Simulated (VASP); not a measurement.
# CdIn2O4 (Fd-3m) in VASP: single point with PBE

Aim: the single point of CdIn2O4 with PBE.

All numbers are computed with VASP 6.6.1; they aren't measurements. Logs are shortened: lines on timing, memory, paths and dates and some standing lists are left out, and cuts for length are marked.

## Step 1: The cell of the first run

It takes space group Fd-3m (No. 227, cubic). The conventional cell has a = 9.617 Å, b = 9.617 Å, c = 9.617 Å, α = 90.00°, β = 90.00°, γ = 90.00°. Within 3.1 Å of Cd (site symmetry -43m) lie 4 O at 2.32 Å. In (site symmetry -3m) has 6 O at 2.27 Å within 3.0 Å. O (site symmetry 3m) has 3 In at 2.27 Å and 1 Cd at 2.32 Å and 3 O at 3.01 Å within 3.1 Å.

## Step 2: Single point, PBE (15.88 Å³/atom)

INCAR

```
PREC = Accurate
ENCUT = 600
EDIFF = 1E-6
ISMEAR = 0
SIGMA = 0.02
LREAL = False
LASPH = True
NELM = 120
ALGO = Normal
ISIF = 2
LWAVE = False
LCHARG = False
GGA = PE
NBANDS = 75
GGA_COMPAT = False
```

KPOINTS

```
regular mesh
0
Gamma
  6 6 6
```

POSCAR

```
CdIn2O4
1.0
    0.0000000000      4.8084486967      4.8084486967
    4.8084486967      0.0000000000      4.8084486967
    4.8084486967      4.8084486967      0.0000000000
Cd In O
2 4 8
Direct
    0.0000000000      0.0000000000      0.0000000000
    0.2500000000      0.2500000000      0.2500000000
    0.6250000000      0.6250000000      0.1250000000
    0.6250000000      0.1250000000      0.6250000000
    0.1250000000      0.6250000000      0.6250000000
    0.6250000000      0.6250000000      0.6250000000
    0.4184532587      0.8605155804      0.8605155804
    0.8605155804      0.8605155804      0.4184532587
    0.8605155804      0.4184532587      0.8605155804
    0.8605155804      0.8605155804      0.8605155804
    0.8315467413      0.3894844196      0.3894844196
    0.3894844196      0.8315467413      0.3894844196
    0.3894844196      0.3894844196      0.8315467413
    0.3894844196      0.3894844196      0.3894844196
```

Potentials or basis: VASP PAW PBE potentials, release 64 (Cd, In_d, O).

Run with:

```sh
$ cat potpaw_PBE.64/Cd/POTCAR potpaw_PBE.64/In_d/POTCAR potpaw_PBE.64/O/POTCAR > POTCAR
$ mpirun -np 1 vasp_std > vasp.out
```

OUTCAR:

```text
PREC = Accurate
   ENCUT = 600
   EDIFF = 1E-6
   ISMEAR = 0
   LREAL = False
   LASPH = True
   NELM = 120
   ISIF = 2
   GGA = PE

 ion  position               nearest neighbor table
   1  0.000  0.000  0.000-   7 2.32   8 2.32   9 2.32  10 2.32
   2  0.250  0.250  0.250-  11 2.32  12 2.32  13 2.32  14 2.32
   3  0.625  0.625  0.125-  10 2.27  14 2.27   7 2.27  11 2.27  12 2.27   9 2.27   6 3.40   4 3.40
                             5 3.40   6 3.40   4 3.40   5 3.40
   4  0.625  0.125  0.625-  10 2.27  14 2.27   7 2.27  11 2.27  13 2.27   8 2.27   6 3.40   3 3.40
                             3 3.40   5 3.40   6 3.40   5 3.40
   5  0.125  0.625  0.625-  10 2.27  14 2.27   8 2.27  12 2.27  13 2.27   9 2.27   6 3.40   3 3.40
                             4 3.40   3 3.40   4 3.40   6 3.40
   6  0.625  0.625  0.625-   7 2.27   8 2.27   9 2.27  11 2.27  12 2.27  13 2.27   3 3.40   4 3.40
                             5 3.40   3 3.40   4 3.40   5 3.40
   7  0.418  0.861  0.861-   6 2.27   4 2.27   3 2.27   1 2.32
   8  0.861  0.861  0.418-   6 2.27   5 2.27   4 2.27   1 2.32
   9  0.861  0.418  0.861-   6 2.27   5 2.27   3 2.27   1 2.32
  10  0.861  0.861  0.861-   3 2.27   4 2.27   5 2.27   1 2.32
  11  0.832  0.389  0.389-   6 2.27   4 2.27   3 2.27   2 2.32
  12  0.389  0.832  0.389-   6 2.27   5 2.27   3 2.27   2 2.32
  13  0.389  0.389  0.832-   6 2.27   5 2.27   4 2.27   2 2.32
  14  0.389  0.389  0.389-   3 2.27   4 2.27   5 2.27   2 2.32

  LATTYP: Found a face centered cubic cell.
 ALAT       =     9.6168973934

  Lattice vectors:

 A1 = (   0.0000000000,   4.8084486967,   4.8084486967)
 A2 = (   4.8084486967,   0.0000000000,   4.8084486967)
 A3 = (   4.8084486967,   4.8084486967,   0.0000000000)

Analysis of symmetry for initial positions (statically):
=====================================================================
 Subroutine PRICEL returns:
 Original cell was already a primitive cell.

 Routine SETGRP: Setting up the symmetry group for a
 face centered cubic supercell.

 Subroutine GETGRP returns: Found 48 space group operations
 (whereof 24 operations were pure point group operations)
 out of a pool of 48 trial point group operations.

The static configuration has the point symmetry T_d .
 The point group associated with its full space group is O_h .

Analysis of symmetry for dynamics (positions and initial velocities):
=====================================================================
 Subroutine PRICEL returns:
 Original cell was already a primitive cell.

 Routine SETGRP: Setting up the symmetry group for a
 face centered cubic supercell.

 Subroutine GETGRP returns: Found 48 space group operations
 (whereof 24 operations were pure point group operations)
 out of a pool of 48 trial point group operations.

The dynamic configuration has the point symmetry T_d .
 The point group associated with its full space group is O_h .

 Subroutine INISYM returns: Found 48 space group operations
 (whereof 24 operations are pure point group operations),
 and found     1 'primitive' translations

----------------------------------------------------------------------------------------

                                     Primitive cell

  volume of cell :     222.3540

  direct lattice vectors                    reciprocal lattice vectors
     0.000000000  4.808448697  4.808448697    -0.103983640  0.103983640  0.103983640
     4.808448697  0.000000000  4.808448697     0.103983640 -0.103983640  0.103983640
     4.808448697  4.808448697  0.000000000     0.103983640  0.103983640 -0.103983640

  length of vectors
     6.800173361  6.800173361  6.800173361     0.180104948  0.180104948  0.180104948

  position of ions in fractional coordinates (direct lattice)
     0.000000000  0.000000000  0.000000000
     0.250000000  0.250000000  0.250000000
     0.625000000  0.625000000  0.125000000
     0.625000000  0.125000000  0.625000000
     0.125000000  0.625000000  0.625000000
     0.625000000  0.625000000  0.625000000
     0.418453259  0.860515580  0.860515580
     0.860515580  0.860515580  0.418453259
     0.860515580  0.418453259  0.860515580
     0.860515580  0.860515580  0.860515580
[... 31 lines left out ...]

  Cartesian coordinates                     Fractional coordinates (reciprocal lattice)
    -0.017330607  0.017330607  0.017330607     0.166666667  0.000000000  0.000000000
     0.017330607 -0.017330607  0.017330607     0.000000000  0.166666667  0.000000000
     0.017330607  0.017330607 -0.017330607     0.000000000  0.000000000  0.166666667

  Length of vectors
     0.030017491  0.030017491  0.030017491

  Shift w.r.t. Gamma in fractional coordinates (k-lattice)
     0.000000000  0.000000000  0.000000000

 Subroutine IBZKPT returns following result:
 ===========================================

 Found     16 irreducible k-points:

 Following reciprocal coordinates:
            Coordinates               Weight
  0.000000  0.000000  0.000000      1.000000
  0.166667  0.000000  0.000000      8.000000
  0.333333  0.000000  0.000000      8.000000
  0.500000  0.000000  0.000000      4.000000
  0.166667  0.166667  0.000000      6.000000
  0.333333  0.166667  0.000000     24.000000
[... 8 lines left out ...]
 -0.333333  0.333333  0.166667     24.000000
 -0.333333  0.500000  0.166667     12.000000
   k-points           NKPTS =     16   k-points in BZ     NKDIM =     16   number of bands    NBANDS=     75
   number of dos      NEDOS =    301   number of ions     NIONS =     14
   total plane-waves  NPLWV = 157464
   dimension x,y,z NGX =    54 NGY =   54 NGZ =   54
   dimension x,y,z NGXF=   108 NGYF=  108 NGZF=  108
   ions per type =               2   4   8
   NGX,Y,Z   is equivalent  to a cutoff of  13.20, 13.20, 13.20 a.u.
   NGXF,Y,Z  is equivalent  to a cutoff of  26.40, 26.40, 26.40 a.u.
 SYSTEM =  unknown system
   PREC   = accura    normal or accurate (medium, high low for compatibility)
   ISTART =      0    job   : 0-new  1-cont  2-samecut
   ICHARG =      2    charge: 1-file 2-atom 10-const
   ISPIN  =      1    spin polarized calculation?
   LNONCOLLINEAR =      F non collinear calculations
   LSORBIT =      F    spin-orbit coupling
   LASPH  =      T    aspherical Exc in radial PAW
   ENCUT  =  600.0 eV  44.10 Ry    6.64 a.u.  13.58 13.58 13.58*2*pi/ulx,y,z
   NELM   =    120;   NELMIN=  2; NELMDL= -5     # of ELM steps
   EDIFF  = 0.1E-05   stopping-criterion for ELM
   LREAL  =      F    real-space projection
   EDIFFG = 0.1E-04   stopping-criterion for IOM
   NSW    =      0    number of steps for IOM
   IBRION =     -1    ionic relax: 0-MD 1-quasi-New 2-CG
   NFREE  =      0    steps in history (QN), initial steepest desc. (CG)
   ISIF   =      2    stress and relaxation
   ISYM   =      2    0-nonsym 1-usesym 2-fastsym
   POTIM  = 0.5000    time-step for ionic-motion
   TEBEG  =    0.0;   TEEND  =   0.0 temperature during run
   PSTRESS=    0.0 pullay stress
   NELECT =     124.0000    total number of electrons
   NUPDOWN=      -1.0000    fix difference up-down
   EMIN   =  10.00;   EMAX   =-10.00  energy-range for DOS
   EFERMI =   0.00;   METHOD = LEGACY
   ISMEAR =     0;   SIGMA  =   0.02  broadening in eV -4-tet -1-fermi 0-gaus
   EFERMI_NEDOS =   21; number of points for ismear=-14 and -15
   IALGO  =     38    algorithm
   IMIX   =      4    mixing-type and parameters
     AMIX     =   0.40;   BMIX     =  1.00
     AMIX_MAG =   1.60;   BMIX_MAG =  1.00
  volume/ion in A,a.u.               =      15.88       107.18
  Fermi-wavevector in a.u.,A,eV,Ry     =   1.347515  2.546435 24.705429  1.815798
  Thomas-Fermi vector in A             =   2.475260
   LORBIT       =      0    0 simple, 1 ext, 2 COOP (PROOUT), +10 PAW based schemes
   GGA     = PE    functional components
   LHFCALC =     F    Hartree Fock is set to
   AEXX    =    0.0000 exact exchange contribution
   IVDW    =     0    specifies the selected vdW correction
   LEPSILON=     F    determine dielectric tensor
   LRPA    =     F    only Hartree local field effects (RPA)
 non-spin polarized calculation
 Gauss-broadening in eV      SIGMA  =   0.02
  energy-cutoff  :      600.00
  volume of cell :      222.35
 maximum number of plane-waves:      7463
   NGX = 27   NGY = 27   NGZ = 27

 number of electron     124.0000019 magnetization

 Free energy of the ion-electron system (eV)
  ---------------------------------------------------
  ext. energy  EPLUGINS =         0.00000000
  ---------------------------------------------------
  free energy    TOTEN  =       -71.12930771 eV

  energy without entropy =      -71.12930771  energy(sigma->0) =      -71.12930771

 E-fermi :   2.3595     XC(G=0): -10.0581

 val. band max:        2.2687816688   @ k =  -0.3333   0.3333   0.0000
 cond. band min:       2.8043997336   @ k =   0.0000   0.0000   0.0000
 fundamental gap:      0.5356180648
 Fermi energy:         2.3595239662

 k-point     1 :       0.0000    0.0000    0.0000
  band No.  band energies     occupation
      1     -14.3663      2.00000
      2     -13.9155      2.00000
      3     -13.9155      2.00000
      4     -13.9155      2.00000
      5     -13.7113      2.00000
      6     -13.4948      2.00000
[... 1221 lines left out ...]
     73      11.0959      0.00000
     74      11.0960      0.00000
 [bands above 74 left out]

------------------------ aborting loop because EDIFF is reached ----------------------------------------

  FORCE on cell =-STRESS in cart. coord.  units (eV):
  Direction    XX          YY          ZZ          XY          YZ          ZX
  --------------------------------------------------------------------------------------
  -------------------------------------------------------------------------------------
  Total      -12.9455721    -12.9455721    -12.9455721      0.0000000      0.0000000      0.0000000
  in kB      -93.2796429    -93.2796429    -93.2796429      0.0000000      0.0000000      0.0000000
  external PRESSURE =     -93.2796429 kB  Pullay stress =       0.0000000 kB

 VOLUME and BASIS-vectors are now :
 -----------------------------------------------------------------------------
  energy-cutoff  :      600.00
  volume of cell :      222.35
      direct lattice vectors                 reciprocal lattice vectors
     0.000000000  4.808448697  4.808448697    -0.103983640  0.103983640  0.103983640
     4.808448697  0.000000000  4.808448697     0.103983640 -0.103983640  0.103983640
     4.808448697  4.808448697  0.000000000     0.103983640  0.103983640 -0.103983640

 POSITION                                       TOTAL-FORCE (eV/Angst)
 -----------------------------------------------------------------------------------
      0.00000      0.00000      0.00000        -0.000000     -0.000000     -0.000000
      2.40422      2.40422      2.40422        -0.000000     -0.000000     -0.000000
      3.60634      3.60634      6.01056        -0.000000     -0.000000     -0.000000
      3.60634      6.01056      3.60634        -0.000000     -0.000000     -0.000000
      6.01056      3.60634      3.60634        -0.000000     -0.000000     -0.000000
      6.01056      6.01056      6.01056        -0.000000     -0.000000     -0.000000
      8.27549      6.14986      6.14986        -0.008427      0.008427      0.008427
      6.14986      6.14986      8.27549         0.008427      0.008427     -0.008427
      6.14986      8.27549      6.14986         0.008427     -0.008427      0.008427
      8.27549      8.27549      8.27549        -0.008427     -0.008427     -0.008427
      3.74563      5.87127      5.87127         0.008427     -0.008427     -0.008427
      5.87127      3.74563      5.87127        -0.008427      0.008427     -0.008427
      5.87127      5.87127      3.74563        -0.008427     -0.008427      0.008427
      3.74563      3.74563      3.74563         0.008427      0.008427      0.008427
 -----------------------------------------------------------------------------------
    total drift:                                0.000000      0.000000      0.000000

  FREE ENERGIE OF THE ION-ELECTRON SYSTEM (eV)
  ---------------------------------------------------
  free  energy   TOTEN  =       -71.1293077064 eV

  energy  without entropy=      -71.1293077064  energy(sigma->0) =      -71.12930771
```

It took 8.7 min on 1 thread of AMD EPYC 7R13 (Zen 3), shared host; peak memory 0.51 GiB.

What came out:

```yaml
Free_energy: -71.1293 eV
Pressure: -9.3 GPa
Largest_force: 0.015 eV/Å
Band_gap_on_the_k_mesh: 0.54 eV (least direct gap 0.56 eV)
```

Forces in eV/Å, atoms in the order of the input:
```
Cd   0.000  0.000  0.000
Cd   0.000  0.000  0.000
In   0.000  0.000  0.000
In   0.000  0.000  0.000
In   0.000  0.000  0.000
In   0.000  0.000  0.000
O   -0.008  0.008  0.008
O    0.008  0.008 -0.008
O    0.008 -0.008  0.008
O   -0.008 -0.008 -0.008
O    0.008 -0.008 -0.008
O   -0.008  0.008 -0.008
O   -0.008 -0.008  0.008
O    0.008  0.008  0.008
```

Caveat: the cell stands under tension; semilocal functionals underestimate gaps, and a narrow one can read as zero; spin-orbit coupling is left out, which moves the levels of the heavy elements. A k mesh can miss the band edges.
